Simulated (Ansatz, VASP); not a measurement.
## Two plane-wave programs on ZrAgPdCl2

```
Zr Ag Pd Cl
1.0
     3.15143    0.00000    0.00000
    -1.57571    2.72921    0.00000
     0.00000    0.00000   39.72613
Zr Ag Pd Cl
1 1 1 2
Direct
  0.33333 0.66667 0.33601
  0.00000 0.00000 0.17558
  0.66667 0.33333 0.22779
  0.66667 0.33333 0.28947
  0.00000 0.00000 0.38257
```

Alike in both runs: task single point; functional PBE; dispersion D3(BJ); k mesh 12 × 12 × 1; occupations gaussian, width 0.1 eV; no spin polarisation.

|  | VASP | Ansatz |
| --- | --- | --- |
| version | VASP 6.6.1 | Ansatz 0.2.0 |
| potentials or method | VASP PAW PBE potentials, release 64 (Zr_sv, Ag, Pd, Cl), cutoff 520 eV | scalar-relativistic, plane waves, PAW |
| valence electrons in the cell | 47 | 63 |

Ansatz gave:

```
gap on the k mesh at the Fermi level (eV) : none
rms of the force components (eV/Å)        : 0.001
```

Question: Which values does VASP return?

Answer: gap on the k mesh at the Fermi level (eV): none; rms of the force components (eV/Å): 0.007.

Atom by atom the forces differ by 0.008 eV/Å (rms over components). A gap of «none» marks a metal or a gap that the smearing closes. VASP's potentials hold 47 valence electrons a cell and Ansatz's 63, so a difference there can come from the potentials and not from the codes. Ansatz's warnings: xc potential rough in thin density.
